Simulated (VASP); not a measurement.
A run of VASP 6.6.1:

File POSCAR:

```
YSn3
1.0
    4.6660000000      0.0000000000      0.0000000000
    0.0000000000      4.6660000000      0.0000000000
    0.0000000000      0.0000000000      4.6660000000
Y Sn
1 3
Direct
    0.0000000000      0.0000000000      0.0000000000
    0.0000000000      0.5000000000      0.5000000000
    0.5000000000      0.0000000000      0.5000000000
    0.5000000000      0.5000000000      0.0000000000
```

The input INCAR.step1:

```
SYSTEM = YSn3
  PREC = Accurate
  ENCUT = 600
  ISMEAR = -1
  SIGMA = 0.1
  LREAL = .FALSE.
  LASPH = .TRUE.
  NELM = 60
  GGA = PE
  ALGO = Normal
  EDIFF = 1E-4
  LWAVE = .TRUE.
  LCHARG = .FALSE.
```

Contents of INCAR.step2:

```
SYSTEM = YSn3
  PREC = Accurate
  ENCUT = 600
  EDIFF = 1E-6
  ISMEAR = -1
  SIGMA = 0.1
  LREAL = .FALSE.
  LASPH = .TRUE.
  NELM = 60
  ALGO = Normal
  ISIF = 3
  LWAVE = .FALSE.
  LCHARG = .FALSE.
  METAGGA = R2SCAN
  LMIXTAU = .TRUE.
  IBRION = 2
  NSW = 80
  EDIFFG = -0.01
  ISTART = 1
```

The input KPOINTS:

```
Automatic mesh
0
G
  5 5 5
  0 0 0
```

Potentials or basis: VASP PAW PBE potentials, release 64 (Y_sv, Sn_d).

Command:

```console
$ cat potpaw_PBE.64/Y_sv/POTCAR potpaw_PBE.64/Sn_d/POTCAR > POTCAR
$ cp INCAR.step1 INCAR
$ mpirun -np 1 vasp_std > vasp.out
$ cp INCAR.step2 INCAR
$ mpirun -np 1 vasp_std > vasp.out
```

Hardware: 1 thread of Intel(R) Xeon(R) 6975P-C (Granite Rapids) (shared host).

Question: Estimate the wall time of this run.

Answer: Run time: 3.4 min on 1 thread of Intel(R) Xeon(R) 6975P-C (Granite Rapids), with other jobs on the host, peak memory 0.29 GiB. Counts: k points 10, ion steps 3.
